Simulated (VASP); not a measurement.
A run of VASP 6.6.1 is set up as follows.

The input POSCAR:

```
HfO2
1.0
    0.0000000000      2.5291823193      2.5291823193
    2.5291823193      0.0000000000      2.5291823193
    2.5291823193      2.5291823193      0.0000000000
Hf O
1 2
Direct
    0.0000000000      0.0000000000      0.0000000000
    0.2500000000      0.2500000000      0.2500000000
    0.7500000000      0.7500000000      0.7500000000
```

File INCAR.step1:

```
ALGO = Normal
EDIFF = 1E-5
ENCUT = 520
GGA = PE
ISIF = 2
ISMEAR = 0
LASPH = T
LCHARG = F
LREAL = F
LWAVE = T
NBANDS = 18
NELM = 80
PREC = Accurate
SIGMA = 0.01
```

Contents of INCAR.step2:

```
ALGO = Normal
EDIFF = 1E-7
ENCUT = 520
GGA = PE
HFSCREEN = 0.2079
ISIF = 2
ISMEAR = 0
ISTART = 1
LASPH = T
LCHARG = F
LHFCALC = T
LREAL = F
LWAVE = F
NBANDS = 18
NELM = 80
PREC = Accurate
PRECFOCK = Normal
SIGMA = 0.01
```

KPOINTS

```
k-points
0
Gamma
  4 4 4
```

Potentials or basis: VASP PAW PBE potentials, release 64 (Hf_pv, O).

The run is started by

```console
$ cat potpaw_PBE.64/Hf_pv/POTCAR potpaw_PBE.64/O/POTCAR > POTCAR
$ cp INCAR.step1 INCAR
$ mpirun -np 1 vasp_std > vasp.out
$ cp INCAR.step2 INCAR
$ mpirun -np 1 vasp_std > vasp.out
```

Question: Estimate the band gap on the k mesh.

Answer: 5.36 eV, direct.

Question: Predict the pressure.

Answer: -5.3 GPa.

Caveat: the k points lie up to 0.54 Å⁻¹ apart; the PAW data sets were made with another functional, which shifts forces and pressure a little; spin-orbit coupling is left out, which moves the levels of the heavy elements. A k mesh can miss the band edges.
